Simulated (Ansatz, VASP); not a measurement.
## Sn in VASP and in Ansatz

```
Sn
1.0
    -1.75441    1.75461   -2.16749
    -1.75441    1.75461    2.16749
     3.50881    3.50923    0.00000
Sn
2
Direct
  0.91940 0.91940 0.00001
  0.58060 0.58060 0.49999
```

Change from the starting cell: mode 1 (-6.9 1/cm) frozen in, largest displacement -0.400 Å.

Alike in both runs: task single point; functional PBE; dispersion D3(BJ); k mesh 18 × 18 × 12; occupations gaussian, width 0.15 eV; no spin polarisation.

|  | VASP | Ansatz |
| --- | --- | --- |
| version | VASP 6.6.1 | Ansatz 0.2.0 |
| potentials or method | VASP PAW PBE potentials, release 64 (Sn_d), cutoff 520 eV | scalar-relativistic, plane waves, PAW |
| valence electrons in the cell | 28 | 28 |

VASP gave:

* gap on the k mesh at the Fermi level (eV): none
* pressure (GPa): 1.8
* traceless stress, the component that is largest in VASP (GPa): 1.75
* rms of the force components (eV/Å): 0.220

Task: What did Ansatz give for the same quantities?

Result: gap on the k mesh at the Fermi level (eV): none; pressure (GPa): 1.9; traceless stress, the component that is largest in VASP (GPa): 1.75; rms of the force components (eV/Å): 0.219.

Atom by atom the forces differ by 0.001 eV/Å (rms over components). A gap of «none» marks a metal or a gap that the smearing closes.
